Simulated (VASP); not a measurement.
# TiCo (Pm-3m) in VASP: a series of runs

TiCo is run at these levels: PBE; tasks: single point.

Everything below comes from runs of VASP 6.6.1. Logs are shortened: lines on timing, memory, paths and dates and some standing lists are left out, and cuts for length are marked.

### 1 The cell of the first run

The structure is cubic, space group Pm-3m (No. 221). The conventional cell has a = 2.955 Å, b = 2.955 Å, c = 2.955 Å, α = 90.00°, β = 90.00°, γ = 90.00°. Ti (site symmetry m-3m) has 8 Co at 2.56 Å and 6 Ti at 2.95 Å within 3.4 Å. Co (site symmetry m-3m) has 8 Ti at 2.56 Å and 6 Co at 2.95 Å within 3.4 Å.

### 2 Single point, PBE, collinear spin, ferromagnetic start (volume scaled by 0.97)

INCAR

```
PREC = Accurate
ENCUT = 520
EDIFF = 1E-7
ISMEAR = 0
SIGMA = 0.1
LREAL = False
LASPH = True
NELM = 150
ALGO = Normal
ISIF = 2
LWAVE = False
LCHARG = False
ISPIN = 2
MAGMOM = 0 1.07
LORBIT = 11
LMAXMIX = 4
GGA = PE
NBANDS = 22
```

KPOINTS

```
regular mesh
0
Gamma
  18 18 18
```

POSCAR

```
TiCo
1.0
    2.9549428592      0.0000000000      0.0000000000
    0.0000000000      2.9549428592      0.0000000000
    0.0000000000      0.0000000000      2.9549428592
Ti Co
1 1
Direct
    0.0000000000      0.0000000000      0.0000000000
    0.5000000000      0.5000000000      0.5000000000
```

Potentials or basis: VASP PAW PBE potentials, release 64 (Ti_sv, Co).

Command:

```
$ cat potpaw_PBE.64/Ti_sv/POTCAR potpaw_PBE.64/Co/POTCAR > POTCAR
$ mpirun -np 1 vasp_std > vasp.out
```

OUTCAR:

```text
PREC = Accurate
   ENCUT = 520
   EDIFF = 1E-7
   ISMEAR = 0
   LREAL = False
   LASPH = True
   NELM = 150
   ISIF = 2
   ISPIN = 2
   LORBIT = 11
   GGA = PE

 ion  position               nearest neighbor table
   1  0.000  0.000  0.000-   2 2.56   2 2.56   2 2.56   2 2.56   2 2.56   2 2.56   2 2.56   2 2.56

   2  0.500  0.500  0.500-   1 2.56   1 2.56   1 2.56   1 2.56   1 2.56   1 2.56   1 2.56   1 2.56

  LATTYP: Found a simple cubic cell.
 ALAT       =     2.9549428592

  Lattice vectors:

 A1 = (   2.9549428592,   0.0000000000,   0.0000000000)
 A2 = (   0.0000000000,   2.9549428592,   0.0000000000)
 A3 = (   0.0000000000,   0.0000000000,   2.9549428592)

Analysis of symmetry for initial positions (statically):
=====================================================================
 Subroutine PRICEL returns:
 Original cell was already a primitive cell.

 Routine SETGRP: Setting up the symmetry group for a
 simple cubic supercell.

 Subroutine GETGRP returns: Found 48 space group operations
 (whereof 48 operations were pure point group operations)
 out of a pool of 48 trial point group operations.

The static configuration has the point symmetry O_h .

Analysis of symmetry for dynamics (positions and initial velocities):
=====================================================================
 Subroutine PRICEL returns:
 Original cell was already a primitive cell.

 Routine SETGRP: Setting up the symmetry group for a
 simple cubic supercell.

 Subroutine GETGRP returns: Found 48 space group operations
 (whereof 48 operations were pure point group operations)
 out of a pool of 48 trial point group operations.

The dynamic configuration has the point symmetry O_h .

Analysis of structural, dynamic, and magnetic symmetry:
=====================================================================
 Subroutine PRICEL returns:
 Original cell was already a primitive cell.

 Routine SETGRP: Setting up the symmetry group for a
 simple cubic supercell.

 Subroutine GETGRP returns: Found 48 space group operations
 (whereof 48 operations were pure point group operations)
 out of a pool of 48 trial point group operations.

The overall configuration has the point symmetry O_h .

 Subroutine INISYM returns: Found 48 space group operations
 (whereof 48 operations are pure point group operations),
 and found     1 'primitive' translations

----------------------------------------------------------------------------------------

                                     Primitive cell

  volume of cell :      25.8016

  direct lattice vectors                    reciprocal lattice vectors
     2.954942859  0.000000000  0.000000000     0.338416019  0.000000000  0.000000000
     0.000000000  2.954942859  0.000000000     0.000000000  0.338416019  0.000000000
     0.000000000  0.000000000  2.954942859     0.000000000  0.000000000  0.338416019

  length of vectors
     2.954942859  2.954942859  2.954942859     0.338416019  0.338416019  0.338416019

  position of ions in fractional coordinates (direct lattice)
     0.000000000  0.000000000  0.000000000
     0.500000000  0.500000000  0.500000000

  ion indices of the primitive-cell ions
   primitive index   ion index
                 1           1
                 2           2

----------------------------------------------------------------------------------------

 KPOINTS: regular mesh

Automatic generation of k-mesh.
 Grid dimensions read from file:
 generate k-points for:   18   18   18

 Generating k-lattice:

  Cartesian coordinates                     Fractional coordinates (reciprocal lattice)
     0.018800890  0.000000000  0.000000000     0.055555556  0.000000000  0.000000000
     0.000000000  0.018800890  0.000000000     0.000000000  0.055555556  0.000000000
     0.000000000  0.000000000  0.018800890     0.000000000  0.000000000  0.055555556

  Length of vectors
     0.018800890  0.018800890  0.018800890

  Shift w.r.t. Gamma in fractional coordinates (k-lattice)
     0.000000000  0.000000000  0.000000000

 Subroutine IBZKPT returns following result:
 ===========================================

 Found    220 irreducible k-points:

 Following reciprocal coordinates:
            Coordinates               Weight
  0.000000  0.000000  0.000000      1.000000
  0.055556  0.000000  0.000000      6.000000
  0.111111  0.000000  0.000000      6.000000
  0.166667  0.000000  0.000000      6.000000
  0.222222  0.000000  0.000000      6.000000
  0.277778  0.000000  0.000000      6.000000
[... 16 lines left out ...]
  0.277778  0.111111  0.000000     24.000000
  0.333333  0.111111  0.000000     24.000000
 [... further k-points ...]
   k-points           NKPTS =    220   k-points in BZ     NKDIM =    220   number of bands    NBANDS=     22
   number of dos      NEDOS =    301   number of ions     NIONS =      2
   total plane-waves  NPLWV =  13824
   dimension x,y,z NGX =    24 NGY =   24 NGZ =   24
   dimension x,y,z NGXF=    48 NGYF=   48 NGZF=   48
   ions per type =               1   1
   NGX,Y,Z   is equivalent  to a cutoff of  13.50, 13.50, 13.50 a.u.
   NGXF,Y,Z  is equivalent  to a cutoff of  27.00, 27.00, 27.00 a.u.
 SYSTEM =  unknown system
   PREC   = accura    normal or accurate (medium, high low for compatibility)
   ISTART =      0    job   : 0-new  1-cont  2-samecut
   ICHARG =      2    charge: 1-file 2-atom 10-const
   ISPIN  =      2    spin polarized calculation?
   LNONCOLLINEAR =      F non collinear calculations
   LSORBIT =      F    spin-orbit coupling
   LASPH  =      T    aspherical Exc in radial PAW
   ENCUT  =  520.0 eV  38.22 Ry    6.18 a.u.   5.49  5.49  5.49*2*pi/ulx,y,z
   NELM   =    150;   NELMIN=  2; NELMDL= -5     # of ELM steps
   EDIFF  = 0.1E-06   stopping-criterion for ELM
   LREAL  =      F    real-space projection
   EDIFFG = 0.1E-05   stopping-criterion for IOM
   NSW    =      0    number of steps for IOM
   IBRION =     -1    ionic relax: 0-MD 1-quasi-New 2-CG
   NFREE  =      0    steps in history (QN), initial steepest desc. (CG)
   ISIF   =      2    stress and relaxation
   ISYM   =      2    0-nonsym 1-usesym 2-fastsym
   POTIM  = 0.5000    time-step for ionic-motion
   TEBEG  =    0.0;   TEEND  =   0.0 temperature during run
   PSTRESS=    0.0 pullay stress
   NELECT =      21.0000    total number of electrons
   NUPDOWN=      -1.0000    fix difference up-down
   EMIN   =  10.00;   EMAX   =-10.00  energy-range for DOS
   EFERMI =   0.00;   METHOD = LEGACY
   ISMEAR =     0;   SIGMA  =   0.10  broadening in eV -4-tet -1-fermi 0-gaus
   EFERMI_NEDOS =   21; number of points for ismear=-14 and -15
   IALGO  =     38    algorithm
   IMIX   =      4    mixing-type and parameters
     AMIX     =   0.40;   BMIX     =  1.00
     AMIX_MAG =   1.60;   BMIX_MAG =  1.00
  volume/ion in A,a.u.               =      12.90        87.06
  Fermi-wavevector in a.u.,A,eV,Ry     =   1.528500  2.888447 31.787468  2.336313
  Thomas-Fermi vector in A             =   2.636250
   LORBIT       =     11    0 simple, 1 ext, 2 COOP (PROOUT), +10 PAW based schemes
   GGA     = PE    functional components
   LHFCALC =     F    Hartree Fock is set to
   AEXX    =    0.0000 exact exchange contribution
   IVDW    =     0    specifies the selected vdW correction
   LEPSILON=     F    determine dielectric tensor
   LRPA    =     F    only Hartree local field effects (RPA)
 spin polarized calculation
 Gauss-broadening in eV      SIGMA  =   0.10
  energy-cutoff  :      520.00
  volume of cell :       25.80
 maximum number of plane-waves:       739
 NGX is ok and might be reduce to    24
   NGX = 11   NGY = 11   NGZ = 11

 number of electron      20.9999994 magnetization       0.8233390

 Free energy of the ion-electron system (eV)
  ---------------------------------------------------
  ext. energy  EPLUGINS =         0.00000000
  ---------------------------------------------------
  free energy    TOTEN  =       -15.66944753 eV

  energy without entropy =      -15.66046513  energy(sigma->0) =      -15.66495633

 E-fermi :  10.3493     XC(G=0): -12.7439

 val. band max:       10.3465214277   @ k =   0.5000   0.4444   0.3889
 cond. band min:      10.3504174800   @ k =   0.3333   0.3333   0.2222
 fundamental gap:      0.0038960524
 Fermi energy:        10.3492921501

 spin component 1

 k-point     1 :       0.0000    0.0000    0.0000
  band No.  band energies     occupation
      1     -46.7702      1.00000
      2     -22.8529      1.00000
      3     -22.8529      1.00000
      4     -22.8529      1.00000
      5       2.5235      1.00000
      6       6.0291      1.00000
[... 14 lines left out ...]
     21      30.3386      0.00000
     22      31.5317      0.00000

 k-point     2 :       0.0556    0.0000    0.0000
  band No.  band energies     occupation
      1     -46.7691      1.00000
      2     -22.8632      1.00000
      3     -22.8522      1.00000
      4     -22.8522      1.00000
      5       2.5867      1.00000
      6       6.0545      1.00000
[... 542 lines left out ...]
 k-point    24 :       0.3333    0.1111    0.0000
  band No.  band energies     occupation
      1     -46.7391      1.00000
      2     -23.0987      1.00000
      3     -22.8716      1.00000
      4     -22.8312      1.00000
      5       4.7301      1.00000
      6       6.7173      1.00000
[... 14 lines left out ...]
     21      28.8660      0.00000
     22      29.7056      0.00000

 [... further k-points ...]

 spin component 2

 k-point     1 :       0.0000    0.0000    0.0000
  band No.  band energies     occupation
      1     -46.7683      1.00000
      2     -22.8517      1.00000
      3     -22.8517      1.00000
      4     -22.8517      1.00000
      5       2.5246      1.00000
      6       6.6528      1.00000
[... 14 lines left out ...]
     21      30.4996      0.00000
     22      31.4343      0.00000

 k-point     2 :       0.0556    0.0000    0.0000
  band No.  band energies     occupation
      1     -46.7672      1.00000
      2     -22.8621      1.00000
      3     -22.8510      1.00000
      4     -22.8510      1.00000
      5       2.5879      1.00000
      6       6.6831      1.00000
[... 542 lines left out ...]
 k-point    24 :       0.3333    0.1111    0.0000
  band No.  band energies     occupation
      1     -46.7370      1.00000
      2     -23.0998      1.00000
      3     -22.8707      1.00000
      4     -22.8299      1.00000
      5       4.7560      1.00000
      6       7.2590      1.00000
[... 14 lines left out ...]
     21      28.9458      0.00000
     22      29.6224      0.00000

 [... further k-points ...]
[... 5 lines left out ...]
  --------------------------------------------------------------------------------------
  -------------------------------------------------------------------------------------
  Total        0.7649534      0.7649534      0.7649534      0.0000000      0.0000000     -0.0000000
  in kB       47.5005155     47.5005155     47.5005155      0.0000000      0.0000000     -0.0000000
  external PRESSURE =      47.5005155 kB  Pullay stress =       0.0000000 kB

 VOLUME and BASIS-vectors are now :
 -----------------------------------------------------------------------------
  energy-cutoff  :      520.00
  volume of cell :       25.80
      direct lattice vectors                 reciprocal lattice vectors
     2.954942859  0.000000000  0.000000000     0.338416019  0.000000000  0.000000000
     0.000000000  2.954942859  0.000000000     0.000000000  0.338416019  0.000000000
     0.000000000  0.000000000  2.954942859     0.000000000  0.000000000  0.338416019

 POSITION                                       TOTAL-FORCE (eV/Angst)
 -----------------------------------------------------------------------------------
      0.00000      0.00000      0.00000         0.000000      0.000000      0.000000
      1.47747      1.47747      1.47747         0.000000      0.000000      0.000000
 -----------------------------------------------------------------------------------
    total drift:                                0.000000      0.000000     -0.000000

  FREE ENERGIE OF THE ION-ELECTRON SYSTEM (eV)
  ---------------------------------------------------
  free  energy   TOTEN  =       -15.6694475260 eV

  energy  without entropy=      -15.6604651312  energy(sigma->0) =      -15.66495633

 total charge

# of ion       s       p       d       tot
------------------------------------------
    1        2.255   6.191   1.885  10.331
    2        0.538   0.480   7.324   8.342
--------------------------------------------------
tot          2.793   6.671   9.209  18.673

 magnetization (x)

# of ion       s       p       d       tot
------------------------------------------
    1       -0.002  -0.012  -0.002  -0.015
    2        0.028  -0.004   0.855   0.879
--------------------------------------------------
tot          0.026  -0.016   0.853   0.864
```

Wall time 1.8 min (1 thread of Intel Xeon 6975P-C (Granite Rapids), shared host); peak memory 0.3 GiB.

What came out:

- Free energy: -15.6694 eV
- Pressure: 4.8 GPa
- Net moment: 0.82 μB per cell
- Site moments: Ti -0.01; Co +0.88 μB
- Valence electrons inside the program's atomic spheres: Ti 10.33; Co 8.34

[end of part 1 of 3]
